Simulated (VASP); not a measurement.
Tl, 1 atom in the cell. It takes space group I4/mmm (No. 139, tetragonal). The conventional cell has a = 3.882 Å, b = 3.882 Å, c = 3.766 Å, α = 90.00°, β = 90.00°, γ = 90.00°. Within 4.4 Å of Tl (site symmetry 4/mmm) lie 14 Tl at 3.33 to 3.88 Å.  This cell differs from its parent crystal: strain -0.0300 x Voigt [1, 0, 0, 0, 0, 0].

- Program: VASP 6.6.1
- Task: single point
- Functional: PBEsol
- Potentials or basis: VASP PAW PBE potentials, release 64 (Tl_d)
- Cutoff: 520 eV
- k mesh: 18 × 18 × 18
- Occupations: gaussian, width 0.15 eV
- Spin: no spin polarisation
- Dipole correction: no
- Further INCAR settings: ALGO = Fast; EDIFF = 1e-06; NBANDS = 12

Potentials or basis: VASP PAW PBE potentials, release 64 (Tl_d).

The run is started by

```bash
$ cat potpaw_PBE.64/Tl_d/POTCAR > POTCAR
$ mpirun -np 1 vasp_std > vasp.out
```

Hardware: 1 thread of AMD EPYC 7R13, on a shared host.

Q: Estimate the wall time of this run.

A: Run time: 5 min on 1 thread of AMD EPYC 7R13 (shared host), peak memory 0.25 GiB. Counts: scf iterations 11, k points 480.
